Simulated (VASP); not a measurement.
Wanted: the native input for a VASP 6.6.1 run.

| Item | Value |
| --- | --- |
| Task | electric field gradients |
| Functional | PBE |
| Potentials or basis | VASP PAW PBE potentials, release 64 (Ti_sv) |
| Cutoff | 400 eV |
| k mesh | 15 × 15 × 15 |
| Occupations | fermi-dirac, width 0.05 eV |
| Spin | no spin polarisation |
| Dipole correction | no |
| Further INCAR settings | ALGO = Normal; EDIFF = 1e-08; NBANDS = 12 |

The structure of Ti lies in POSCAR:

```
Ti
1.0
    0.0000000000      2.0300000000      2.0706000000
    2.0300000000      0.0000000000      2.0706000000
    2.0300000000      2.0300000000      0.0000000000
Ti
1
Direct
    0.0000000000      0.0000000000      0.0000000000
```

This cell differs from its parent crystal: zz strain of +2 %.

One way to write it, as run:

INCAR

```
PREC     = Accurate       # precision mode
ENCUT    = 400            # plane-wave cutoff, eV
EDIFF    = 1E-8           # SCF threshold, eV
ISMEAR   = -1             # smearing method
SIGMA    = 0.05           # smearing width, eV
LREAL    = False          # projectors in reciprocal space
LASPH    = True           # aspherical terms in the spheres
NELM     = 120            # most SCF steps
ALGO     = Normal         # electronic algorithm
ISIF     = 2              # what is computed and relaxed
LWAVE    = False          # write WAVECAR
LCHARG   = False          # write CHGCAR
GGA      = PE             # functional
LEFG     = True         
NBANDS   = 12             # bands
GGA_COMPAT= False
```

KPOINTS

```
Automatic mesh
0
Gamma
  15 15 15
```

Potentials or basis: VASP PAW PBE potentials, release 64 (Ti_sv).

Command:

```console
$ cat potpaw_PBE.64/Ti_sv/POTCAR > POTCAR
$ mpirun -np 1 vasp_std > vasp.out
```

Results of the run:

| Item | Value |
| --- | --- |
| Pressure | 1.1 GPa |
| Band gap on the k mesh | zero (bands 6 and 7 overlap by 1.10 eV) |
| Largest electric field gradient by atom | Ti -2.0 V/Å² |

Caveat: the cell differs from its parent crystal (zz strain of +2 %); without QUAD_EFG the Cq values of the log hold for a quadrupole moment of 1 mb, not for the nuclei.

It took 66 s on 1 thread of Intel Xeon 8259CL (shared host), peak memory 0.15 GiB.
